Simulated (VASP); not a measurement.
A run of VASP 6.6.1:

File INCAR:

```
PREC = Accurate
ENCUT = 600
EDIFF = 1E-6
ISMEAR = -1
SIGMA = 0.05
LREAL = F
LASPH = T
NELM = 200
ALGO = Normal
ISIF = 2
LWAVE = F
LCHARG = T
ISPIN = 2
MAGMOM = 3 -3 0 0
LORBIT = 11
LMAXMIX = 4
LDAU = T
LDAUTYPE = 2
LDAUL = 2 -1
LDAUU = 4 0
LDAUJ = 0 0
LDAUPRINT = 1
GGA = PE
LELF = T
LVHAR = T
NBANDS = 26
GGA_COMPAT = F
```

The input KPOINTS:

```
Automatic mesh
0
Gamma
  8 8 8
```

The input POSCAR:

```
FeO
1.0
   -1.6021034130      1.6021034130      2.0833922500
    1.6021034130     -1.6021034130      2.0833922500
    3.2042068260      3.2042068260     -4.1667845000
Fe O
2 2
Direct
    0.0000000000      0.0000000000      0.0000000000
    0.0000000000      0.0000000000      0.5000000000
    0.5000000000      0.5000000000      0.0000000000
    0.5000000000      0.5000000000      0.5000000000
```

Potentials or basis: VASP PAW PBE potentials, release 64 (Fe, O).

Command:

```sh
$ cat potpaw_PBE.64/Fe/POTCAR potpaw_PBE.64/O/POTCAR > POTCAR
$ mpirun -np 1 vasp_std > vasp.out
```

Hardware: 1 thread of Oxide Virtual Turin-like Processor, with other jobs on the host.

Q: How long does it take, and how much memory?

A: Run time: 11 min on 1 thread of Oxide Virtual Turin-like Processor, with other jobs on the host, peak memory 0.33 GiB. Counts: scf iterations 17, k points 105.
